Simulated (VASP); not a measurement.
ZnS (rocksalt type), 2 atoms in the cell. It takes space group Fm-3m (No. 225, cubic). Conventional cell: a = 5.103 Å, b = 5.103 Å, c = 5.103 Å, α = 90.00°, β = 90.00°, γ = 90.00°. Zn (site symmetry m-3m) has 6 S at 2.55 Å within 3.4 Å. Within 3.4 Å of S (site symmetry m-3m) lie 6 Zn at 2.55 Å. 

| Item | Value |
| --- | --- |
| Program | VASP 6.6.1 |
| Task | single point |
| Functional | PBE |
| Potentials or basis | VASP PAW PBE potentials, release 64 (Zn, S) |
| Cutoff | 520 eV |
| k mesh | 15 × 15 × 15 |
| Occupations | fermi-dirac, width 0.05 eV |
| Spin | no spin polarisation |
| Dipole correction | no |
| Further INCAR settings | ALGO = Normal; EDIFF = 1e-06; NBANDS = 16 |

Potentials or basis: VASP PAW PBE potentials, release 64 (Zn, S).

Run with:

```sh
$ cat potpaw_PBE.64/Zn/POTCAR potpaw_PBE.64/S/POTCAR > POTCAR
$ mpirun -np 1 vasp_std > vasp.out
```

Hardware: 1 thread of Intel(R) Xeon(R) 6975P-C (Granite Rapids), on a shared host.

Task: How long does it take, and how much memory?

Result: Wall time 36 s on 1 thread of Intel(R) Xeon(R) 6975P-C (Granite Rapids), with other jobs on the host, peak memory 0.19 GiB. Counts: scf iterations 11, k points 120.
